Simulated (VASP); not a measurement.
# LaBeO3 (Pm-3m) in VASP: further runs

Runs on LaBeO3. Level: LDA. Tasks: single point, relaxation of cell and atoms.

Program: VASP 6.6.1. These are calculated values, not measurements. Logs are shortened: lines on timing, memory, paths and dates and some standing lists are left out, and cuts for length are marked.

### 1 The cell of the first run

It takes space group Pm-3m (No. 221, cubic). The conventional cell has a = 3.621 Å, b = 3.621 Å, c = 3.621 Å, α = 90.00°, β = 90.00°, γ = 90.00°. La (site symmetry m-3m) has 12 O at 2.56 Å and 8 Be at 3.14 Å within 3.4 Å. Within 2.4 Å of Be (site symmetry m-3m) lie 6 O at 1.81 Å. O (site symmetry 4/mmm) has 2 Be at 1.81 Å within 2.4 Å.

### 2 Single point, LDA

The input, INCAR:

```
SYSTEM = LaBeO3
PREC = Accurate
ENCUT = 520
EDIFF = 1E-6
ISMEAR = -1
SIGMA = 0.05
LREAL = .False.
LASPH = .True.
NELM = 100
ALGO = Normal
ISIF = 2
LWAVE = .False.
LCHARG = .True.
GGA = CA
LELF = .True.
LVHAR = .True.
NBANDS = 24
```

The input, KPOINTS:

```
Automatic mesh
0
Gamma
  7 7 7
  0 0 0
```

The input, POSCAR:

```
LaBeO3
1.0
    3.6214591077      0.0000000000      0.0000000000
    0.0000000000      3.6214591077      0.0000000000
    0.0000000000      0.0000000000      3.6214591077
La Be O
1 1 3
Direct
    0.0000000000      0.0000000000      0.0000000000
    0.5000000000      0.5000000000      0.5000000000
    0.5000000000      0.5000000000      0.0000000000
    0.5000000000      0.0000000000      0.5000000000
    0.0000000000      0.5000000000      0.5000000000
```

Potentials or basis: VASP PAW LDA potentials, release 64 (La, Be, O).

The run is started by

```
cat potpaw_LDA.64/La/POTCAR potpaw_LDA.64/Be/POTCAR potpaw_LDA.64/O/POTCAR > POTCAR
mpirun -np 1 vasp_std > vasp.out
```

OUTCAR:

```text
SYSTEM = LaBeO3
   PREC = Accurate
   ENCUT = 520
   EDIFF = 1E-6
   ISMEAR = -1
   LREAL = .False.
   LASPH = .True.
   NELM = 100
   ISIF = 2
   GGA = CA

 ion  position               nearest neighbor table
   1  0.000  0.000  0.000-   3 2.56   4 2.56   5 2.56   4 2.56   5 2.56   3 2.56   5 2.56   5 2.56
                             3 2.56   4 2.56   4 2.56   3 2.56
   2  0.500  0.500  0.500-   3 1.81   4 1.81   5 1.81   3 1.81   4 1.81   5 1.81
   3  0.500  0.500  0.000-   2 1.81   2 1.81   1 2.56   1 2.56   1 2.56   1 2.56
   4  0.500  0.000  0.500-   2 1.81   2 1.81   1 2.56   1 2.56   1 2.56   1 2.56
   5  0.000  0.500  0.500-   2 1.81   2 1.81   1 2.56   1 2.56   1 2.56   1 2.56

  LATTYP: Found a simple cubic cell.
 ALAT       =     3.6214591077

  Lattice vectors:

 A1 = (   3.6214591077,   0.0000000000,   0.0000000000)
 A2 = (   0.0000000000,   3.6214591077,   0.0000000000)
 A3 = (   0.0000000000,   0.0000000000,   3.6214591077)

Analysis of symmetry for initial positions (statically):
=====================================================================
 Subroutine PRICEL returns:
 Original cell was already a primitive cell.

 Routine SETGRP: Setting up the symmetry group for a
 simple cubic supercell.

 Subroutine GETGRP returns: Found 48 space group operations
 (whereof 48 operations were pure point group operations)
 out of a pool of 48 trial point group operations.

The static configuration has the point symmetry O_h .

Analysis of symmetry for dynamics (positions and initial velocities):
=====================================================================
 Subroutine PRICEL returns:
 Original cell was already a primitive cell.

 Routine SETGRP: Setting up the symmetry group for a
 simple cubic supercell.

 Subroutine GETGRP returns: Found 48 space group operations
 (whereof 48 operations were pure point group operations)
 out of a pool of 48 trial point group operations.

The dynamic configuration has the point symmetry O_h .

 Subroutine INISYM returns: Found 48 space group operations
 (whereof 48 operations are pure point group operations),
 and found     1 'primitive' translations

----------------------------------------------------------------------------------------

                                     Primitive cell

  volume of cell :      47.4953

  direct lattice vectors                    reciprocal lattice vectors
     3.621459108  0.000000000  0.000000000     0.276131794  0.000000000  0.000000000
     0.000000000  3.621459108  0.000000000     0.000000000  0.276131794  0.000000000
     0.000000000  0.000000000  3.621459108     0.000000000  0.000000000  0.276131794

  length of vectors
     3.621459108  3.621459108  3.621459108     0.276131794  0.276131794  0.276131794

  position of ions in fractional coordinates (direct lattice)
     0.000000000  0.000000000  0.000000000
     0.500000000  0.500000000  0.500000000
     0.500000000  0.500000000  0.000000000
     0.500000000  0.000000000  0.500000000
     0.000000000  0.500000000  0.500000000

  ion indices of the primitive-cell ions
   primitive index   ion index
                 1           1
                 2           2
                 3           3
                 4           4
                 5           5

----------------------------------------------------------------------------------------

 KPOINTS: Automatic mesh

Automatic generation of k-mesh.
 Grid dimensions read from file:
 generate k-points for:    7    7    7

 Generating k-lattice:

  Cartesian coordinates                     Fractional coordinates (reciprocal lattice)
     0.039447399  0.000000000  0.000000000     0.142857143  0.000000000  0.000000000
     0.000000000  0.039447399  0.000000000     0.000000000  0.142857143  0.000000000
     0.000000000  0.000000000  0.039447399     0.000000000  0.000000000  0.142857143

  Length of vectors
     0.039447399  0.039447399  0.039447399

  Shift w.r.t. Gamma in fractional coordinates (k-lattice)
     0.000000000  0.000000000  0.000000000

 Subroutine IBZKPT returns following result:
 ===========================================

 Found     20 irreducible k-points:

 Following reciprocal coordinates:
            Coordinates               Weight
  0.000000  0.000000  0.000000      1.000000
  0.142857  0.000000  0.000000      6.000000
  0.285714  0.000000  0.000000      6.000000
  0.428571  0.000000  0.000000      6.000000
  0.142857  0.142857  0.000000     12.000000
  0.285714  0.142857  0.000000     24.000000
[... 12 lines left out ...]
  0.428571  0.428571  0.285714     24.000000
  0.428571  0.428571  0.428571      8.000000
   k-points           NKPTS =     20   k-points in BZ     NKDIM =     20   number of bands    NBANDS=     24
   number of dos      NEDOS =    301   number of ions     NIONS =      5
   total plane-waves  NPLWV =  21952
   dimension x,y,z NGX =    28 NGY =   28 NGZ =   28
   dimension x,y,z NGXF=    56 NGYF=   56 NGZF=   56
   ions per type =               1   1   3
   NGX,Y,Z   is equivalent  to a cutoff of  12.85, 12.85, 12.85 a.u.
   NGXF,Y,Z  is equivalent  to a cutoff of  25.71, 25.71, 25.71 a.u.
 SYSTEM =  LaBeO3
   PREC   = accura    normal or accurate (medium, high low for compatibility)
   ISTART =      0    job   : 0-new  1-cont  2-samecut
   ICHARG =      2    charge: 1-file 2-atom 10-const
   ISPIN  =      1    spin polarized calculation?
   LNONCOLLINEAR =      F non collinear calculations
   LSORBIT =      F    spin-orbit coupling
   LASPH  =      T    aspherical Exc in radial PAW
   ENCUT  =  520.0 eV  38.22 Ry    6.18 a.u.   6.73  6.73  6.73*2*pi/ulx,y,z
   NELM   =    100;   NELMIN=  2; NELMDL= -5     # of ELM steps
   EDIFF  = 0.1E-05   stopping-criterion for ELM
   LREAL  =      F    real-space projection
   EDIFFG = 0.1E-04   stopping-criterion for IOM
   NSW    =      0    number of steps for IOM
   IBRION =     -1    ionic relax: 0-MD 1-quasi-New 2-CG
   NFREE  =      0    steps in history (QN), initial steepest desc. (CG)
   ISIF   =      2    stress and relaxation
   ISYM   =      2    0-nonsym 1-usesym 2-fastsym
   POTIM  = 0.5000    time-step for ionic-motion
   TEBEG  =    0.0;   TEEND  =   0.0 temperature during run
   PSTRESS=    0.0 pullay stress
   NELECT =      31.0000    total number of electrons
   NUPDOWN=      -1.0000    fix difference up-down
   EMIN   =  10.00;   EMAX   =-10.00  energy-range for DOS
   EFERMI =   0.00;   METHOD = LEGACY
   ISMEAR =    -1;   SIGMA  =   0.05  broadening in eV -4-tet -1-fermi 0-gaus
   EFERMI_NEDOS =   21; number of points for ismear=-14 and -15
   IALGO  =     38    algorithm
   IMIX   =      4    mixing-type and parameters
     AMIX     =   0.40;   BMIX     =  1.00
     AMIX_MAG =   1.60;   BMIX_MAG =  1.00
  volume/ion in A,a.u.               =       9.50        64.10
  Fermi-wavevector in a.u.,A,eV,Ry     =   1.420077  2.683556 27.437752  2.016618
  Thomas-Fermi vector in A             =   2.541030
   LORBIT       =      0    0 simple, 1 ext, 2 COOP (PROOUT), +10 PAW based schemes
   GGA     = CA    functional components
   LHFCALC =     F    Hartree Fock is set to
   AEXX    =    0.0000 exact exchange contribution
   IVDW    =     0    specifies the selected vdW correction
   LEPSILON=     F    determine dielectric tensor
   LRPA    =     F    only Hartree local field effects (RPA)
 non-spin polarized calculation
  energy-cutoff  :      520.00
  volume of cell :       47.50
 maximum number of plane-waves:      1309
 NGX is ok and might be reduce to    28
   NGX = 13   NGY = 13   NGZ = 13

 number of electron      31.0000019 magnetization

 Free energy of the ion-electron system (eV)
  ---------------------------------------------------
  ext. energy  EPLUGINS =         0.00000000
  ---------------------------------------------------
  free energy    TOTEN  =       -40.26093334 eV

  energy without entropy =      -40.22147125  energy(sigma->0) =      -40.24120229

 E-fermi :   7.5251     XC(G=0): -12.5080

 val. band max:        7.5183471708   @ k =   0.4286   0.4286   0.2857
 cond. band min:       7.5428880216   @ k =   0.2857   0.1429   0.1429
 fundamental gap:      0.0245408508
 Fermi energy:         7.5251279797

 k-point     1 :       0.0000    0.0000    0.0000
  band No.  band energies     occupation
      1     -22.1049      2.00000
      2     -10.2727      2.00000
      3      -7.9889      2.00000
      4      -7.9889      2.00000
      5      -5.7338      2.00000
      6      -5.7338      2.00000
[... 16 lines left out ...]
     23      13.5282      0.00000
     24      13.5282      0.00000

 k-point     2 :       0.1429    0.0000    0.0000
  band No.  band energies     occupation
      1     -22.0710      2.00000
      2     -10.4029      2.00000
      3      -8.3548      2.00000
      4      -7.9687      2.00000
      5      -5.6750      2.00000
      6      -5.6750      2.00000
[... 16 lines left out ...]
     23      13.4225      0.00000
     24      13.4225      0.00000

 k-point     3 :       0.2857    0.0000    0.0000
  band No.  band energies     occupation
      1     -21.9930      2.00000
      2     -10.7606      2.00000
      3      -8.7791      2.00000
      4      -7.9229      2.00000
      5      -5.5365      2.00000
      6      -5.5365      2.00000
[... 16 lines left out ...]
     23      13.3677      0.00000
     24      13.9577      0.00000
[... 406 lines left out ...]
 k-point    19 :       0.4286    0.4286    0.2857
  band No.  band energies     occupation
      1     -21.7020      2.00000
      2      -9.8035      2.00000
      3      -9.4865      2.00000
      4      -8.9709      2.00000
      5      -6.2322      2.00000
      6      -5.8808      2.00000
[... 16 lines left out ...]
     23      13.3429      0.00000
     24      15.2850      0.00000

 k-point    20 :       0.4286    0.4286    0.4286
  band No.  band energies     occupation
      1     -21.6578      2.00000
      2      -9.4292      2.00000
      3      -9.1189      2.00000
      4      -9.1189      2.00000
      5      -6.5072      2.00000
      6      -6.5072      2.00000
[... 16 lines left out ...]
     23      13.4380      0.00000
     24      14.7485      0.00000

------------------------ aborting loop because EDIFF is reached ----------------------------------------

  FORCE on cell =-STRESS in cart. coord.  units (eV):
  Direction    XX          YY          ZZ          XY          YZ          ZX
  --------------------------------------------------------------------------------------
  -------------------------------------------------------------------------------------
  Total        0.0477132      0.0477132      0.0477132      0.0000000     -0.0000000      0.0000000
  in kB        1.6095263      1.6095263      1.6095263      0.0000000     -0.0000000      0.0000000
  external PRESSURE =       1.6095263 kB  Pullay stress =       0.0000000 kB

 VOLUME and BASIS-vectors are now :
 -----------------------------------------------------------------------------
  energy-cutoff  :      520.00
  volume of cell :       47.50
      direct lattice vectors                 reciprocal lattice vectors
     3.621459108  0.000000000  0.000000000     0.276131794  0.000000000  0.000000000
     0.000000000  3.621459108  0.000000000     0.000000000  0.276131794  0.000000000
     0.000000000  0.000000000  3.621459108     0.000000000  0.000000000  0.276131794

 POSITION                                       TOTAL-FORCE (eV/Angst)
 -----------------------------------------------------------------------------------
      0.00000      0.00000      0.00000         0.000000      0.000000      0.000000
      1.81073      1.81073      1.81073         0.000000      0.000000      0.000000
      1.81073      1.81073      0.00000         0.000000      0.000000      0.000000
      1.81073      0.00000      1.81073         0.000000      0.000000      0.000000
      0.00000      1.81073      1.81073         0.000000      0.000000      0.000000
 -----------------------------------------------------------------------------------
    total drift:                                0.000000      0.000000      0.000000

  FREE ENERGIE OF THE ION-ELECTRON SYSTEM (eV)
  ---------------------------------------------------
  free  energy   TOTEN  =       -40.2609333375 eV

  energy  without entropy=      -40.2214712514  energy(sigma->0) =      -40.24120229
```

It took 11 s on 1 thread of Intel Xeon Platinum 8559C (Emerald Rapids), shared host; peak memory 0.16 GiB.

Results:

```yaml
Free_energy: -40.2609 eV
Pressure: 0.2 GPa
```

Caveat: spin-orbit coupling is left out, which moves the levels of the heavy elements; an odd number of electrons without spin polarisation forces a metal; a magnetic or distorted state may lie lower.

(Continued in part 2 of 2.)
